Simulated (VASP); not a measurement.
# SrO (Fm-3m) in VASP: single point with PBE

Aim: the single point of SrO with PBE.

All numbers are computed with VASP 6.6.1; they aren't measurements. Logs are shortened: lines on timing, memory, paths and dates and some standing lists are left out, and cuts for length are marked.

## (1) The cell of the first run

Symmetry: Fm-3m, No. 225, cubic system. The conventional cell has a = 5.190 Å, b = 5.190 Å, c = 5.190 Å, α = 90.00°, β = 90.00°, γ = 90.00°. Within 3.4 Å of Sr (site symmetry m-3m) lie 6 O at 2.60 Å. O (site symmetry m-3m) has 6 Sr at 2.60 Å within 3.4 Å.

## (2) Single point, PBE

The input, INCAR:

```
SYSTEM = SrO
PREC = Accurate
ENCUT = 600
EDIFF = 1E-6
ISMEAR = 0
SIGMA = 0.01
LREAL = .FALSE.
LASPH = .TRUE.
NELM = 120
ALGO = Normal
ISIF = 2
LWAVE = .FALSE.
LCHARG = .FALSE.
GGA = PE
NBANDS = 15
GGA_COMPAT = .FALSE.
```

The input, KPOINTS:

```
regular mesh
0
G
  6 6 6
  0 0 0
```

The input, POSCAR:

```
SrO
1.0
    0.0000000000      2.5950000000      2.5950000000
    2.5950000000      0.0000000000      2.5950000000
    2.5950000000      2.5950000000      0.0000000000
Sr O
1 1
Direct
    0.0000000000      0.0000000000      0.0000000000
    0.5000000000      0.5000000000      0.5000000000
```

Potentials or basis: VASP PAW PBE potentials, release 64 (Sr_sv, O).

On the command line:

```sh
cat potpaw_PBE.64/Sr_sv/POTCAR potpaw_PBE.64/O/POTCAR > POTCAR
mpirun -np 1 vasp_std > vasp.out
```

OUTCAR:

```text
SYSTEM = SrO
   PREC = Accurate
   ENCUT = 600
   EDIFF = 1E-6
   ISMEAR = 0
   LREAL = .FALSE.
   LASPH = .TRUE.
   NELM = 120
   ISIF = 2
   GGA = PE

 ion  position               nearest neighbor table
   1  0.000  0.000  0.000-   2 2.60   2 2.60   2 2.60   2 2.60   2 2.60   2 2.60
   2  0.500  0.500  0.500-   1 2.60   1 2.60   1 2.60   1 2.60   1 2.60   1 2.60

  LATTYP: Found a face centered cubic cell.
 ALAT       =     5.1900000000

  Lattice vectors:

 A1 = (   0.0000000000,   2.5950000000,   2.5950000000)
 A2 = (   2.5950000000,   0.0000000000,   2.5950000000)
 A3 = (   2.5950000000,   2.5950000000,   0.0000000000)

Analysis of symmetry for initial positions (statically):
=====================================================================
 Subroutine PRICEL returns:
 Original cell was already a primitive cell.

 Routine SETGRP: Setting up the symmetry group for a
 face centered cubic supercell.

 Subroutine GETGRP returns: Found 48 space group operations
 (whereof 48 operations were pure point group operations)
 out of a pool of 48 trial point group operations.

The static configuration has the point symmetry O_h .

Analysis of symmetry for dynamics (positions and initial velocities):
=====================================================================
 Subroutine PRICEL returns:
 Original cell was already a primitive cell.

 Routine SETGRP: Setting up the symmetry group for a
 face centered cubic supercell.

 Subroutine GETGRP returns: Found 48 space group operations
 (whereof 48 operations were pure point group operations)
 out of a pool of 48 trial point group operations.

The dynamic configuration has the point symmetry O_h .

 Subroutine INISYM returns: Found 48 space group operations
 (whereof 48 operations are pure point group operations),
 and found     1 'primitive' translations

----------------------------------------------------------------------------------------

                                     Primitive cell

  volume of cell :      34.9496

  direct lattice vectors                    reciprocal lattice vectors
     0.000000000  2.595000000  2.595000000    -0.192678227  0.192678227  0.192678227
     2.595000000  0.000000000  2.595000000     0.192678227 -0.192678227  0.192678227
     2.595000000  2.595000000  0.000000000     0.192678227  0.192678227 -0.192678227

  length of vectors
     3.669884194  3.669884194  3.669884194     0.333728479  0.333728479  0.333728479

  position of ions in fractional coordinates (direct lattice)
     0.000000000  0.000000000  0.000000000
     0.500000000  0.500000000  0.500000000

  ion indices of the primitive-cell ions
   primitive index   ion index
                 1           1
                 2           2

----------------------------------------------------------------------------------------

 KPOINTS: regular mesh

Automatic generation of k-mesh.
 Grid dimensions read from file:
 generate k-points for:    6    6    6

 Generating k-lattice:

  Cartesian coordinates                     Fractional coordinates (reciprocal lattice)
    -0.032113038  0.032113038  0.032113038     0.166666667  0.000000000  0.000000000
     0.032113038 -0.032113038  0.032113038     0.000000000  0.166666667  0.000000000
     0.032113038  0.032113038 -0.032113038     0.000000000  0.000000000  0.166666667

  Length of vectors
     0.055621413  0.055621413  0.055621413

  Shift w.r.t. Gamma in fractional coordinates (k-lattice)
     0.000000000  0.000000000  0.000000000

 Subroutine IBZKPT returns following result:
 ===========================================

 Found     16 irreducible k-points:

 Following reciprocal coordinates:
            Coordinates               Weight
  0.000000  0.000000  0.000000      1.000000
  0.166667  0.000000  0.000000      8.000000
  0.333333  0.000000  0.000000      8.000000
  0.500000  0.000000  0.000000      4.000000
  0.166667  0.166667  0.000000      6.000000
  0.333333  0.166667  0.000000     24.000000
[... 8 lines left out ...]
 -0.333333  0.333333  0.166667     24.000000
 -0.333333  0.500000  0.166667     12.000000
   k-points           NKPTS =     16   k-points in BZ     NKDIM =     16   number of bands    NBANDS=     15
   number of dos      NEDOS =    301   number of ions     NIONS =      2
   total plane-waves  NPLWV =  27000
   dimension x,y,z NGX =    30 NGY =   30 NGZ =   30
   dimension x,y,z NGXF=    60 NGYF=   60 NGZF=   60
   ions per type =               1   1
   NGX,Y,Z   is equivalent  to a cutoff of  13.59, 13.59, 13.59 a.u.
   NGXF,Y,Z  is equivalent  to a cutoff of  27.18, 27.18, 27.18 a.u.
 SYSTEM =  SrO
   PREC   = accura    normal or accurate (medium, high low for compatibility)
   ISTART =      0    job   : 0-new  1-cont  2-samecut
   ICHARG =      2    charge: 1-file 2-atom 10-const
   ISPIN  =      1    spin polarized calculation?
   LNONCOLLINEAR =      F non collinear calculations
   LSORBIT =      F    spin-orbit coupling
   LASPH  =      T    aspherical Exc in radial PAW
   ENCUT  =  600.0 eV  44.10 Ry    6.64 a.u.   7.33  7.33  7.33*2*pi/ulx,y,z
   NELM   =    120;   NELMIN=  2; NELMDL= -5     # of ELM steps
   EDIFF  = 0.1E-05   stopping-criterion for ELM
   LREAL  =      F    real-space projection
   EDIFFG = 0.1E-04   stopping-criterion for IOM
   NSW    =      0    number of steps for IOM
   IBRION =     -1    ionic relax: 0-MD 1-quasi-New 2-CG
   NFREE  =      0    steps in history (QN), initial steepest desc. (CG)
   ISIF   =      2    stress and relaxation
   ISYM   =      2    0-nonsym 1-usesym 2-fastsym
   POTIM  = 0.5000    time-step for ionic-motion
   TEBEG  =    0.0;   TEEND  =   0.0 temperature during run
   PSTRESS=    0.0 pullay stress
   NELECT =      16.0000    total number of electrons
   NUPDOWN=      -1.0000    fix difference up-down
   EMIN   =  10.00;   EMAX   =-10.00  energy-range for DOS
   EFERMI =   0.00;   METHOD = LEGACY
   ISMEAR =     0;   SIGMA  =   0.01  broadening in eV -4-tet -1-fermi 0-gaus
   EFERMI_NEDOS =   21; number of points for ismear=-14 and -15
   IALGO  =     38    algorithm
   IMIX   =      4    mixing-type and parameters
     AMIX     =   0.40;   BMIX     =  1.00
     AMIX_MAG =   1.60;   BMIX_MAG =  1.00
  volume/ion in A,a.u.               =      17.47       117.93
  Fermi-wavevector in a.u.,A,eV,Ry     =   1.261733  2.384330 21.660069  1.591970
  Thomas-Fermi vector in A             =   2.395177
   LORBIT       =      0    0 simple, 1 ext, 2 COOP (PROOUT), +10 PAW based schemes
   GGA     = PE    functional components
   LHFCALC =     F    Hartree Fock is set to
   AEXX    =    0.0000 exact exchange contribution
   IVDW    =     0    specifies the selected vdW correction
   LEPSILON=     F    determine dielectric tensor
   LRPA    =     F    only Hartree local field effects (RPA)
 non-spin polarized calculation
 Gauss-broadening in eV      SIGMA  =   0.01
  energy-cutoff  :      600.00
  volume of cell :       34.95
 maximum number of plane-waves:      1211
 NGX is ok and might be reduce to    30
   NGX = 15   NGY = 15   NGZ = 15

 number of electron      15.9999999 magnetization

 Free energy of the ion-electron system (eV)
  ---------------------------------------------------
  ext. energy  EPLUGINS =         0.00000000
  ---------------------------------------------------
  free energy    TOTEN  =       -12.05574464 eV

  energy without entropy =      -12.05574464  energy(sigma->0) =      -12.05574464

 E-fermi :   1.6300     XC(G=0):  -9.8952

 val. band max:        1.5326775860   @ k =   0.0000   0.0000   0.0000
 cond. band min:       4.8127697102   @ k =   0.5000   0.5000   0.0000
 fundamental gap:      3.2800921242
 Fermi energy:         1.6299960290

 k-point     1 :       0.0000    0.0000    0.0000
  band No.  band energies     occupation
      1     -30.9549      2.00000
      2     -13.5221      2.00000
      3     -12.6205      2.00000
      4     -12.6205      2.00000
      5     -12.6205      2.00000
      6       1.5327      2.00000
      7       1.5327      2.00000
      8       1.5327      2.00000
      9       5.3203      0.00000
     10       7.6818      0.00000
     11       7.6818      0.00000
     12       7.6818      0.00000
     13       9.7869      0.00000
     14       9.7869      0.00000
     15      14.1079      0.00000

 k-point     2 :       0.1667    0.0000    0.0000
  band No.  band energies     occupation
      1     -30.9248      2.00000
      2     -14.0836      2.00000
      3     -12.6400      2.00000
      4     -12.6400      2.00000
      5     -12.1342      2.00000
      6       0.8239      2.00000
      7       1.2209      2.00000
      8       1.2209      2.00000
      9       6.4545      0.00000
     10       7.4829      0.00000
     11       8.1986      0.00000
     12       8.1986      0.00000
     13      10.4525      0.00000
     14      10.4525      0.00000
     15      15.7105      0.00000

 k-point     3 :       0.3333    0.0000    0.0000
  band No.  band energies     occupation
      1     -30.8638      2.00000
      2     -14.7446      2.00000
      3     -12.6783      2.00000
      4     -12.6783      2.00000
      5     -11.6245      2.00000
      6      -0.1759      2.00000
      7       0.6849      2.00000
      8       0.6849      2.00000
      9       7.6315      0.00000
     10       8.5784      0.00000
     11       9.4452      0.00000
     12       9.4452      0.00000
     13      11.9542      0.00000
     14      11.9542      0.00000
     15      17.0587      0.00000
[... 199 lines left out ...]
 k-point    15 :      -0.3333    0.3333    0.1667
  band No.  band energies     occupation
      1     -30.8052      2.00000
      2     -14.4885      2.00000
      3     -13.1059      2.00000
      4     -12.9703      2.00000
      5     -11.9190      2.00000
      6       0.2389      2.00000
      7       0.8611      2.00000
      8       0.9145      2.00000
      9       7.6521      0.00000
     10       7.7760      0.00000
     11      10.2985      0.00000
     12      11.4389      0.00000
     13      12.7331      0.00000
     14      14.1824      0.00000
     15      14.9321      0.00000

 k-point    16 :      -0.3333    0.5000    0.1667
  band No.  band energies     occupation
      1     -30.7963      2.00000
      2     -14.0762      2.00000
      3     -13.3663      2.00000
      4     -13.0960      2.00000
      5     -12.1993      2.00000
      6       0.6747      2.00000
      7       1.0369      2.00000
      8       1.1761      2.00000
      9       6.1482      0.00000
     10       8.9847      0.00000
     11       9.7828      0.00000
     12      12.3044      0.00000
     13      12.4115      0.00000
     14      14.1615      0.00000
     15      14.7124      0.00000

------------------------ aborting loop because EDIFF is reached ----------------------------------------

  FORCE on cell =-STRESS in cart. coord.  units (eV):
  Direction    XX          YY          ZZ          XY          YZ          ZX
  --------------------------------------------------------------------------------------
  -------------------------------------------------------------------------------------
  Total        0.1471345      0.1471345      0.1471345     -0.0000000     -0.0000000     -0.0000000
  in kB        6.7450183      6.7450183      6.7450183     -0.0000000     -0.0000000     -0.0000000
  external PRESSURE =       6.7450183 kB  Pullay stress =       0.0000000 kB

 VOLUME and BASIS-vectors are now :
 -----------------------------------------------------------------------------
  energy-cutoff  :      600.00
  volume of cell :       34.95
      direct lattice vectors                 reciprocal lattice vectors
     0.000000000  2.595000000  2.595000000    -0.192678227  0.192678227  0.192678227
     2.595000000  0.000000000  2.595000000     0.192678227 -0.192678227  0.192678227
     2.595000000  2.595000000  0.000000000     0.192678227  0.192678227 -0.192678227

 POSITION                                       TOTAL-FORCE (eV/Angst)
 -----------------------------------------------------------------------------------
      0.00000      0.00000      0.00000        -0.000000     -0.000000     -0.000000
      2.59500      2.59500      2.59500         0.000000      0.000000      0.000000
 -----------------------------------------------------------------------------------
    total drift:                                0.000000      0.000000      0.000000

  FREE ENERGIE OF THE ION-ELECTRON SYSTEM (eV)
  ---------------------------------------------------
  free  energy   TOTEN  =       -12.0557446392 eV

  energy  without entropy=      -12.0557446392  energy(sigma->0) =      -12.05574464
```

It took 26 s on 1 thread of AMD EPYC 7R13, shared host; peak memory 0.14 GiB.

What came out:

```yaml
Free_energy: -12.0557 eV
Pressure: 0.7 GPa
Band_gap_on_the_k_mesh: 3.28 eV, indirect (least direct gap 3.39 eV)
```

Levels at points of the mesh, in eV from the valence-band top:
```tsv
k point	band 4	band 5	band 6	band 7	band 8	band 9	band 10	band 11	band 12	band 13
(0.00, 0.00, 0.00)	-14.15	-14.15	0.00	0.00	0.00	3.79	6.15	6.15	6.15	8.25
(0.50, 0.00, 0.00)	-14.23	-12.97	-2.12	-1.08	-1.08	6.43	8.23	8.69	8.69	11.65
(0.50, 0.50, 0.00)	-14.49	-14.49	-0.48	-0.11	-0.11	3.28	7.60	9.99	10.13	10.87
```
